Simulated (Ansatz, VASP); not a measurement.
**CoSi2: VASP beside Ansatz**

Contents of INCAR:

```
ALGO = Normal
EDIFF = 1E-6
ENCUT = 520
GGA = PE
ISIF = 2
ISMEAR = 0
LASPH = T
LCHARG = T
LELF = T
LREAL = F
LVHAR = T
LWAVE = F
NBANDS = 16
NELM = 80
PREC = Accurate
SIGMA = 0.15
```

Contents of KPOINTS:

```
k-points
0
Gamma
  12 12 12
```

File POSCAR:

```
CoSi2
1.0
    0.0000000000      2.6175942543      2.8053406092
    2.6175942543      0.0000000000      2.8053406092
    2.6175942543      2.6175942543      0.0000000000
Co Si
1 2
Direct
    0.0000000000      0.0000000000      0.0000000000
    0.2270537489      0.2270537489      0.2729462511
    0.7729462511      0.7729462511      0.7270537489
```

Input for Ansatz:

```yaml
crystal:
  lattice:
    - [0.0, 2.6175942543, 2.8053406092]
    - [2.6175942543, 0.0, 2.8053406092]
    - [2.6175942543, 2.6175942543, 0.0]
  atoms:
    - { symbol: Co, position: [0.0, 0.0, 0.0] }
    - { symbol: Si, position: [0.2270537489, 0.2270537489, 0.2729462511] }
    - { symbol: Si, position: [0.7729462511, 0.7729462511, 0.7270537489] }
basis:
  ecutwfc: 520.0
kpoints:
  mp_grid: { grid: [12, 12, 12] }
hamiltonian:
  xc: pbe
  pseudopotentials: { kind: paw, azcp: { folder: soft_1 } }
scf:
  occupations: { method: gaussian, width: 0.15 }
output:
  forces: true
  stress: true
  eigenvalues: true
```

Change from the starting cell: mode 6 frozen in at -0.123 Å, strain +e along z and -e/2 along x and y +0.0467.

Alike in both runs: task single point; functional PBE; k mesh 12 × 12 × 12; occupations gaussian, width 0.15 eV; no spin polarisation.

|  | VASP | Ansatz |
| --- | --- | --- |
| version | VASP 6.6.1 | Ansatz 0.2.0 |
| potentials or method | VASP PAW PBE potentials, release 64 (Co, Si), cutoff 520 eV | scalar-relativistic, plane waves, PAW |
| valence electrons in the cell | 17 | 25 |

|  | VASP | Ansatz | Ansatz less VASP |
| --- | --- | --- | --- |
| gap on the k mesh at the Fermi level (eV) | none | none | - |
| pressure (GPa) | 2.3 | 2.6 | +0.31 |
| traceless stress, the component that is largest in VASP (GPa) | 10.05 | 10.07 | +0.016 |
| rms of the force components (eV/Å) | 0.581 | 0.584 | +0.0026 |

Atom by atom the forces differ by 0.003 eV/Å (rms over components). A gap of «none» marks a metal or a gap that the smearing closes. VASP's potentials hold 17 valence electrons a cell and Ansatz's 25, so a difference there can come from the potentials and not from the codes.
